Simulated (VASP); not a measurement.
Here is a VASP 6.6.1 calculation.

Contents of INCAR:

```
PREC = Accurate
ENCUT = 520
EDIFF = 1E-6
ISMEAR = 0
SIGMA = 0.03
LREAL = False
LASPH = True
NELM = 80
ALGO = Normal
ISIF = 2
LWAVE = False
LCHARG = False
GGA = PS
NBANDS = 126
ICORELEVEL = 1
KPAR = 4
```

KPOINTS

```
Automatic mesh
0
Gamma
  6 6 6
```

File POSCAR:

```
SnGe15                                  
1.0
   -0.0000000000      5.7334504475     -5.7334504475
    5.7334504475      5.7334504475     -0.0000000000
    5.7334504475      0.0000000000     -5.7334504475
  Sn              Ge            
     1    15
Direct
     0.5000000000000000    0.0000000000000000    0.5000000000000000
     0.4997644830673516    0.5002355169326484    0.4997644830673516
     0.0002355169326484    0.9997644830673516    0.4997644830673516
     0.0002355169326484    0.5002355169326484    0.4997644830673516
     0.4997644830673516    0.9997644830673516    0.0002355169326484
     0.4997644830673516    0.5002355169326484    0.0002355169326484
     0.0002355169326484    0.9997644830673516    0.0002355169326484
     1.0000000000000000    0.5000000000000000    0.0000000000000000
     0.3705408538132599    0.3883774385602204    0.3705408538132599
     0.3705408538132599    0.8705408538132599    0.3705408538132599
     0.8751720707770639    0.3751720707770639    0.3744837876688153
     0.8883774385602204    0.8705408538132599    0.3705408538132599
     0.3744837876688153    0.3751720707770639    0.8751720707770639
     0.3705408538132599    0.8705408538132599    0.8883774385602204
     0.8751720707770639    0.3751720707770639    0.8751720707770639
     0.8751720707770639    0.8744837876688153    0.8751720707770639
```

KPOINTS_OPT

```
explicit points
6
Reciprocal
 0.0000000000  0.0000000000  0.0000000000 1
 0.3750000000  0.3750000000  0.7500000000 1
 0.5000000000  0.5000000000  0.5000000000 1
 0.6250000000  0.2500000000  0.6250000000 1
 0.5000000000  0.2500000000  0.7500000000 1
 0.5000000000  0.0000000000  0.5000000000 1
```

Potentials or basis: VASP PAW PBE potentials, release 64 (Sn_d, Ge_d).

Run with:

```bash
$ cat potpaw_PBE.64/Sn_d/POTCAR potpaw_PBE.64/Ge_d/POTCAR > POTCAR
$ mpirun -np 4 vasp_std > vasp.out
```

Problem. Estimate the band gap along the path.

Solution. Zero within the smearing.

Problem. Predict the pressure.

Solution. 0.0 GPa.

Forces in eV/Å, atoms in the order of the input:
```
Sn   0.000  0.000  0.000
Ge   0.000  0.000  0.003
Ge  -0.003  0.000  0.000
Ge   0.000  0.003  0.000
Ge   0.000 -0.003  0.000
Ge   0.003  0.000  0.000
Ge   0.000  0.000 -0.003
Ge   0.000  0.000  0.000
Ge   0.000  0.000  0.000
Ge   0.000  0.000  0.000
Ge   0.001 -0.001 -0.001
Ge   0.000  0.000  0.000
Ge  -0.001  0.001 -0.001
Ge   0.000  0.000  0.000
Ge  -0.001 -0.001  0.001
Ge   0.001  0.001  0.001
```

Caveat: the PAW data sets were made with another functional, which shifts forces and pressure a little; spin-orbit coupling is left out, which moves the levels of the heavy elements.
